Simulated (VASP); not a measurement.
# SnO in VASP: notebook, part 2 of 2

VASP 6.6.1.

## (4) Single point, PBE+D3(BJ) (atoms taken out)

Contents of INCAR:

```
ALGO = Normal
DIPOL = 0.5 0.5 0.500
EDIFF = 1E-6
ENCUT = 910
GGA = PE
GGA_COMPAT = False
IDIPOL = 3
ISIF = 2
ISMEAR = 0
IVDW = 12
LASPH = True
LCHARG = False
LDIPOL = True
LREAL = False
LWAVE = False
NBANDS = 28
NELM = 120
NELMDL = -8
PREC = Accurate
SIGMA = 0.02
```

Contents of KPOINTS:

```
k-points
0
Gamma
  6 6 1
```

Contents of POSCAR:

```
SnO
1.0
    3.8201711355      0.0000000000      0.0000000000
    0.0000000000      3.8201711355      0.0000000000
    0.0000000000      0.0000000000     30.6319094493
Sn O
2 2
Direct
    0.5000000000      0.0000000000      0.4614285273
    0.0000000000      0.5000000000      0.5385714727
    0.0000000000      0.0000000000      0.5000000000
    0.5000000000      0.5000000000      0.5000000000
```

Potentials or basis: VASP PAW PBE potentials, release 64 (Sn_d, O_h).

On the command line:

```sh
$ cat potpaw_PBE.64/Sn_d/POTCAR potpaw_PBE.64/O_h/POTCAR > POTCAR
$ mpirun -np 1 vasp_std > vasp.out
```

OUTCAR:

```text
EDIFF = 1E-6
   ENCUT = 910
   GGA = PE
   ISIF = 2
   ISMEAR = 0
   IVDW = 12
   LASPH = True
   LREAL = False
   NELM = 120
   NELMDL = -8
   PREC = Accurate
 IVDW          = 12

 ion  position               nearest neighbor table
   1  0.500  0.000  0.461-   3 2.25   4 2.25   4 2.25   3 2.25   2 3.59   2 3.59   2 3.59   2 3.59

   2  0.000  0.500  0.539-   3 2.25   4 2.25   3 2.25   4 2.25   1 3.59   1 3.59   1 3.59   1 3.59

   3  0.000  0.000  0.500-   1 2.25   2 2.25   2 2.25   1 2.25
   4  0.500  0.500  0.500-   1 2.25   2 2.25   1 2.25   2 2.25

  LATTYP: Found a simple tetragonal cell.
 ALAT       =     3.8201711355
 C/A-ratio  =     8.0184652370

  Lattice vectors:

 A1 = (   3.8201711355,   0.0000000000,   0.0000000000)
 A2 = (   0.0000000000,   3.8201711355,   0.0000000000)
 A3 = (   0.0000000000,   0.0000000000,  30.6319094493)

Analysis of symmetry for initial positions (statically):
=====================================================================
 Subroutine PRICEL returns:
 Original cell was already a primitive cell.

 Routine SETGRP: Setting up the symmetry group for a
 simple tetragonal supercell.

 Subroutine GETGRP returns: Found 16 space group operations
 (whereof  8 operations were pure point group operations)
 out of a pool of 16 trial point group operations.

The static configuration has the point symmetry D_2d.
 The point group associated with its full space group is D_4h.

Analysis of symmetry for dynamics (positions and initial velocities):
=====================================================================
 Subroutine PRICEL returns:
 Original cell was already a primitive cell.

 Routine SETGRP: Setting up the symmetry group for a
 simple tetragonal supercell.

 Subroutine GETGRP returns: Found 16 space group operations
 (whereof  8 operations were pure point group operations)
 out of a pool of 16 trial point group operations.
[... 114 lines left out ...]
  Thomas-Fermi vector in A             =   1.824644
   LORBIT       =      0    0 simple, 1 ext, 2 COOP (PROOUT), +10 PAW based schemes
   GGA     = PE    functional components
   LHFCALC =     F    Hartree Fock is set to
   AEXX    =    0.0000 exact exchange contribution
   IVDW    =    12    specifies the selected vdW correction
   LEPSILON=     F    determine dielectric tensor
   LRPA    =     F    only Hartree local field effects (RPA)
 non-spin polarized calculation
 Gauss-broadening in eV      SIGMA  =   0.02
  energy-cutoff  :      910.00
  volume of cell :      447.03
 maximum number of plane-waves:     27957
 NGX is ok and might be reduce to    40
   NGX = 19   NGY = 19   NGZ =151

 number of electron      39.9999992 magnetization

 dipolmoment           0.000000      0.000000      0.000000 electrons x Angstroem

 Free energy of the ion-electron system (eV)
  ---------------------------------------------------
  ext. energy  EPLUGINS =         0.00000000
  ---------------------------------------------------
  free energy    TOTEN  =       -22.59162646 eV

  energy without entropy =      -22.59162646  energy(sigma->0) =      -22.59162646

 E-fermi :  -3.4278     XC(G=0):  -2.1039

 val. band max:       -3.5748477461   @ k =   0.1667   0.1667   0.0000
 cond. band min:      -0.4814847766   @ k =   0.0000   0.0000   0.0000
 fundamental gap:      3.0933629695
 Fermi energy:        -3.4277757309

 k-point     1 :       0.0000    0.0000    0.0000
  band No.  band energies     occupation
      1     -24.1584      2.00000
      2     -23.7978      2.00000
      3     -23.7597      2.00000
      4     -23.7597      2.00000
      5     -23.7443      2.00000
      6     -23.7144      2.00000
[... 299 lines left out ...]
     27       3.9417      0.00000
     28       3.9417      0.00000

------------------------ aborting loop because EDIFF is reached ----------------------------------------

 vacuum level on the upper side and lower side of the slab       (xc-potential included)        -0.005        -0.005

 Edisp (eV)   -0.54856

 E8    (eV) :    -0.2481

  FORCE on cell =-STRESS in cart. coord.  units (eV):
  Direction    XX          YY          ZZ          XY          YZ          ZX
  --------------------------------------------------------------------------------------
  -------------------------------------------------------------------------------------
  Total       0.05181     0.05181     0.11192     0.00000     0.00000    -0.00000
  in kB       0.18569     0.18569     0.40112     0.00000     0.00000    -0.00000
  external pressure =        0.26 kB  Pullay stress =        0.00 kB

 VOLUME and BASIS-vectors are now :
 -----------------------------------------------------------------------------
  energy-cutoff  :      910.00
  volume of cell :      447.03
      direct lattice vectors                 reciprocal lattice vectors
     3.820171135  0.000000000  0.000000000     0.261768378  0.000000000  0.000000000
     0.000000000  3.820171135  0.000000000     0.000000000  0.261768378  0.000000000
     0.000000000  0.000000000 30.631909449     0.000000000  0.000000000  0.032645696

 POSITION                                       TOTAL-FORCE (eV/Angst)
 -----------------------------------------------------------------------------------
      1.91009      0.00000     14.13444         0.000000      0.000000     -0.089311
      0.00000      1.91009     16.49747         0.000000     -0.000000      0.089311
      0.00000      0.00000     15.31595         0.000000      0.000000      0.000000
      1.91009      1.91009     15.31595        -0.000000      0.000000      0.000000
 -----------------------------------------------------------------------------------
    total drift:                               -0.000000     -0.000000      0.000000

  FREE ENERGIE OF THE ION-ELECTRON SYSTEM (eV)
  ---------------------------------------------------
  free  energy   TOTEN  =       -23.1401883362 eV

  energy  without entropy=      -23.1401883362  energy(sigma->0) =      -23.14018834

 vacuum level on the upper side and lower side of the slab         1.818         1.818
```

stdout:

```text
POSCAR found type information on POSCAR SnO
 POSCAR found :  2 types and       4 ions
 scaLAPACK will be used
 LDA part: xc-table for (Slater+PW92), standard interpolation
 POSCAR, INCAR and KPOINTS ok, starting setup
 FFT: planning ... GRIDC
 FFT: planning ... GRID_SOFT
 FFT: planning ... GRID
 WAVECAR not read
 entering main loop
```

Wall time 13 min (1 thread of AMD EPYC 7R43 (Zen 3), shared host); peak memory 1 GiB.

What came out:

```
Free energy                : -23.1402 eV
Largest force              : 0.089 eV/Å
Band gap on the k mesh     : 3.09 eV (least direct gap 3.14 eV)
Dispersion energy per atom : -0.137 eV
```

Forces on the atoms (eV/Å):
```
Sn   0.000  0.000 -0.089
Sn   0.000  0.000  0.089
O    0.000  0.000  0.000
O    0.000  0.000  0.000
```

Caveat: the cell differs from its parent crystal (atoms taken out); the cutoff is under 1.25 times the usual one of these potentials, so pressure, stress and relaxed cells hold a basis-set (Pulay) error; spin-orbit coupling is left out, which moves the levels of the heavy elements.

## (5) The runs side by side

```csv
potentials or basis,spin,cell,k mesh,cutoff (eV),gap on the mesh (eV),largest force (eV/Å)
"VASP PAW PBE potentials, release 64 (Sn_d, O_h)",off,"a = 3.836, b = 3.836, c = 30.632 Å, 4 atoms, atomic positions A",6 × 6 × 1,910,2.97,0.42
"VASP PAW PBE potentials, release 64 (Sn_d, O)","collinear, ferromagnetic start","a = 3.820, b = 3.820, c = 30.632 Å, 4 atoms, atomic positions B","6 × 6 × 1, shifted",520,3.05,0.10
"VASP PAW PBE potentials, release 64 (Sn_d, O_h)",off,"a = 3.820, b = 3.820, c = 30.632 Å, 4 atoms, atomic positions B",6 × 6 × 1,910,3.09,0.09
```

Alike in all rows: task single point; level PBE+D3(BJ); smearing gaussian 0.02 eV.

Caveats: spin-orbit coupling is left out, which moves the levels of the heavy elements; the cutoff is under 1.25 times the usual one of these potentials, so pressure, stress and relaxed cells hold a basis-set (Pulay) error (at least some runs).

Total energies depend on the potentials used, so only differences within one code and one set of settings carry meaning.
